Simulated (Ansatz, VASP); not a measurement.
Te: VASP beside Ansatz

```
Te
1.0
     0.00000    3.52768    3.52768
     3.52768    0.00000    3.52768
     3.52768    3.52768    0.00000
Te
2
Direct
  0.12500 0.12500 0.12500
  0.87500 0.87500 0.87500
```

Alike in both runs: task single point; functional revPBE; k mesh 9 × 9 × 9; occupations fermi-dirac, width 0.1 eV; no spin polarisation.

|  | VASP | Ansatz |
| --- | --- | --- |
| version | VASP 6.6.1 | Ansatz 0.2.0 |
| potentials or method | VASP PAW PBE potentials, release 64 (Te), cutoff 520 eV | plane waves (420 eV) with PAW, scalar-relativistic |
| valence electrons in the cell | 12 | 32 |

|  | VASP | Ansatz | Ansatz less VASP |
| --- | --- | --- | --- |
| pressure (GPa) | 2.4 | 2.4 | +0.04 |

VASP's potentials were made for PBE, not for revPBE. VASP's potentials hold 12 valence electrons a cell and Ansatz's 32, so a difference there can come from the potentials and not from the codes.

Spin-orbit coupling is off throughout.
